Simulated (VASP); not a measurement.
The system is Zn5Cd2Te.

```xyz
8
Lattice="2.9500 0.0000 0.0000 -1.4750 2.5548 0.0000 0.0000 0.0000 19.8000" Properties=species:S:1:pos:R:3 pbc="T T T"
Zn    1.4750    0.8516   12.2166
Zn    0.0000    0.0000    9.9000
Zn    0.0000    1.7032    7.5834
Zn    0.0000    0.0000    5.2470
Zn    0.0000    0.0000   14.5530
Cd    1.4750    0.8516   17.0676
Cd    0.0000    1.7032    2.7324
Te    0.0000    0.0000    0.0000
```

| Item | Value |
| --- | --- |
| Program | VASP 6.6.1 |
| Task | relaxation of cell and atoms |
| Functional | PBE |
| Potentials or basis | VASP PAW PBE potentials, release 64 (Zn, Cd, Te) |
| Cutoff | 600 eV |
| k mesh | 6 × 6 × 1 |
| Occupations | gaussian, width 0.2 eV |
| Spin | no spin polarisation |

At the start: pressure 4.3 GPa; volume 18.65 Å³/atom.

Where does the relaxation end?

Over 17 steps the energy falls by 124.9 meV/atom and the volume is 20.09 Å³/atom (+7.7 %); space group P-3m1 (No. 164, to 0.1 Å) before and after.

The path:
```csv
step,energy change (eV),largest force (eV/Å),pressure (GPa),volume (Å³)
1,0.0000,0.8265,4.28,149.22
2,-0.2293,0.6213,-0.02,160.22
3,-0.2384,0.5784,-0.90,163.28
4,-0.3021,0.5158,-0.84,162.44
5,-0.4718,0.4469,-0.50,159.92
6,-0.7084,0.4759,1.05,154.96
7,-0.3767,0.9748,8.30,145.30
8,-0.7445,0.4557,1.97,152.95
9,-0.8035,0.3911,1.35,154.66
10,-0.9075,0.3583,0.04,159.80
11,-0.9127,0.4197,-0.34,161.87
12,-0.9138,0.3997,-0.22,161.22
13,-0.9305,0.3586,-0.18,161.14
14,-0.9700,0.2197,-0.19,160.91
15,-0.9904,0.1428,0.19,160.45
16,-0.9936,0.0581,0.02,160.59
17,-0.9993,0.0471,0.00,160.69
```

Final structure:
```
Zn Cd Te
1.0
     3.10232    0.00000    0.00000
    -1.55116    2.68669    0.00000
     0.00000    0.00000   19.27923
Zn Cd Te
5 2 1
Direct
  0.66667 0.33333 0.60371
  0.00000 0.00000 0.50000
  0.33333 0.66667 0.39629
  0.00000 0.00000 0.29625
  0.00000 0.00000 0.70375
  0.66667 0.33333 0.82738
  0.33333 0.66667 0.17262
  0.00000 0.00000 0.00000
```

Caveat: the k points lie up to 0.39 Å⁻¹ apart in the final cell, too coarse for converged energies and pressures of a metal; the relaxation stopped at a loose force limit of 0.08 eV/Å, so its end isn't a converged minimum.
